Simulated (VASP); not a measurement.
A run of VASP 6.6.1 is set up as follows.

The input INCAR:

```
SYSTEM = BN
PREC = Accurate
ENCUT = 520
EDIFF = 1E-6
ISMEAR = -1
SIGMA = 0.05
LREAL = .FALSE.
LASPH = .TRUE.
NELM = 100
ALGO = Normal
ISIF = 2
LWAVE = .FALSE.
LCHARG = .FALSE.
GGA = PE
NBANDS = 16
```

Contents of KPOINTS:

```
Automatic mesh
0
G
  12 12 4
  0 0 0
```

Contents of POSCAR:

```
BN
1.0
    2.5121727769      0.0000000000      0.0000000000
   -1.2560863884      2.1756054435      0.0000000000
    0.0000000000      0.0000000000      8.3705913222
N B
2 2
Direct
    0.6666666667      0.3333333333      0.2500000000
    0.3333333333      0.6666666667      0.7500000000
    0.6666666667      0.3333333333      0.7500000000
    0.3333333333      0.6666666667      0.2500000000
```

Potentials or basis: VASP PAW PBE potentials, release 64 (N, B).

The run is started by

```console
$ cat potpaw_PBE.64/N/POTCAR potpaw_PBE.64/B/POTCAR > POTCAR
$ mpirun -np 1 vasp_std > vasp.out
```

(1) Predict the band gap on the k mesh.

(2) What does it give for the pressure?

## Answers

(1) 4.39 eV (least direct gap 4.66 eV).

(2) 0.1 GPa.

Caveat: this functional lacks dispersion, which binds the layers, so the pressure and a relaxed spacing across them are unreliable.
